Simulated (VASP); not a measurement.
The system is RuW3.

```xyz
4
Lattice="-1.8998 1.8998 4.2438 1.8998 -1.8998 4.2438 1.8998 1.8998 -4.2438" Properties=species:S:1:pos:R:3 pbc="T T T"
Ru    0.0000    0.0000    0.0000
W     0.0000    0.0000    4.2438
W     1.8998    0.0000    2.1219
W     0.0000    1.8998    2.1219
```

```yaml
Program: VASP 6.6.1
Task: relaxation of cell and atoms
Functional: PBE
Potentials_or_basis: VASP PAW PBE potentials, release 64 (Ru_pv, W_sv)
Cutoff: 600 eV
k_mesh: 6 × 6 × 6
Occupations: gaussian, width 0.1 eV
Spin: no spin polarisation
```

At the start: pressure 9.8 GPa; volume 15.32 Å³/atom.

Q: Where does the relaxation end?

A: Over 10 steps the energy falls by 37.6 meV/atom and the volume is 15.77 Å³/atom (+2.9 %); space group I4/mmm (No. 139, to 0.05 Å).

Step by step:
```
step  energy change (eV)  largest force (eV/Å)  pressure (GPa)  volume (Å³)
   1              0.0000                0.0000            9.80        61.27
   2              0.4290                0.0000          -24.16        69.91
   3             -0.0818                0.0000           -2.11        63.64
   4             -0.0820                0.0000           -1.65        63.54
   5             -0.1375                0.0000           -0.59        63.22
   6             -0.1499                0.0000            0.25        63.01
   7             -0.1504                0.0000            0.48        62.96
   8             -0.1504                0.0000            0.42        62.97
   9             -0.1495                0.0000           -1.22        63.32
  10             -0.1505                0.0000           -0.03        63.07
```

Final structure:
```xyz
4
Lattice="-1.9649 1.9649 4.0838 1.9649 -1.9649 4.0838 1.9649 1.9649 -4.0838" Properties=species:S:1:pos:R:3 pbc="T T T"
Ru    0.0000    0.0000    0.0000
W     0.0000    0.0000    4.0838
W     1.9649    0.0000    2.0419
W     0.0000    1.9649    2.0419
```

Caveat: the k points lie up to 0.38 Å⁻¹ apart in the final cell.
